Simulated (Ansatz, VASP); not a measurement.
One calculation of TaN, two programs

Contents of INCAR:

```
  PREC = Accurate
  ENCUT = 520
  EDIFF = 1E-7
  ISMEAR = -1
  SIGMA = 0.05
  LREAL = F
  LASPH = T
  NELM = 60
  ALGO = Normal
  ISIF = 2
  LWAVE = F
  LCHARG = F
  LDIPOL = T
  IDIPOL = 3
  DIPOL = 0.5 0.5 0.500
  GGA = PE
  NBANDS = 42
```

File KPOINTS:

```
Automatic mesh
0
Gamma
  10 10 1
```

POSCAR

```
TaN
1.0
    2.9379988584      0.0000000000      0.0000000000
   -1.4689994292      2.5443816477      0.0000000000
    0.0000000000      0.0000000000     25.0905000000
Ta N
4 4
Direct
    0.3333333333      0.6666666666      0.2989179171
    0.3333333333      0.6666666666      0.4138219645
    0.3333333333      0.6666666666      0.5287260118
    0.3333333333      0.6666666666      0.6436300592
    0.0000000000      0.0000000000      0.3563699408
    0.0000000000      0.0000000000      0.4712739882
    0.0000000000      0.0000000000      0.5861780355
    0.0000000000      0.0000000000      0.7010820829
```

The input input.yaml:

```yaml
crystal:
  lattice:
    - [2.9379988584, 0.0, 0.0]
    - [-1.4689994292, 2.5443816477, 0.0]
    - [0.0, 0.0, 25.0905]
  atoms:
    - { symbol: Ta, position: [0.3333333333, 0.6666666666, 0.2989179171] }
    - { symbol: "N", position: [0.0, 0.0, 0.3563699408] }
    - { symbol: Ta, position: [0.3333333333, 0.6666666666, 0.4138219645] }
    - { symbol: "N", position: [0.0, 0.0, 0.4712739882] }
    - { symbol: Ta, position: [0.3333333333, 0.6666666666, 0.5287260118] }
    - { symbol: "N", position: [0.0, 0.0, 0.5861780355] }
    - { symbol: Ta, position: [0.3333333333, 0.6666666666, 0.6436300592] }
    - { symbol: "N", position: [0.0, 0.0, 0.7010820829] }
hamiltonian:
  xc: pbe
  pseudopotentials: { kind: paw }
kpoints:
  mp_grid: { grid: [10, 10, 1] }
scf:
  occupations: { method: fermi_dirac, width: 0.05 }
output:
  forces: true
  eigenvalues: true
efield:
  axis: 3
  dipole_correction: true
  ramp_width: 0.04
```

Alike in both runs: task single point; functional PBE; k mesh 10 × 10 × 1; occupations fermi-dirac, width 0.05 eV; no spin polarisation.

|  | VASP | Ansatz |
| --- | --- | --- |
| version | VASP 6.6.1 | Ansatz 0.2.0 |
| potentials or method | VASP PAW PBE potentials, release 64 (Ta_pv, N) | Ansatz PAW |
| plane-wave cutoff (eV) | 520 | 420 |
| valence electrons in the cell | 64 | 72 |

|  | VASP | Ansatz | Ansatz less VASP |
| --- | --- | --- | --- |
| gap on the k mesh at the Fermi level (eV) | none | none | - |
| rms of the force components (eV/Å) | 1.924 | 1.933 | +0.0084 |

A gap of «none» marks a metal or a gap that the smearing closes. The functional is the same, so the differences come from potentials, cutoffs and numerics. VASP's potentials hold 64 valence electrons a cell and Ansatz's 72, so a difference there can come from the potentials and not from the codes.

Spin-orbit coupling is off throughout.
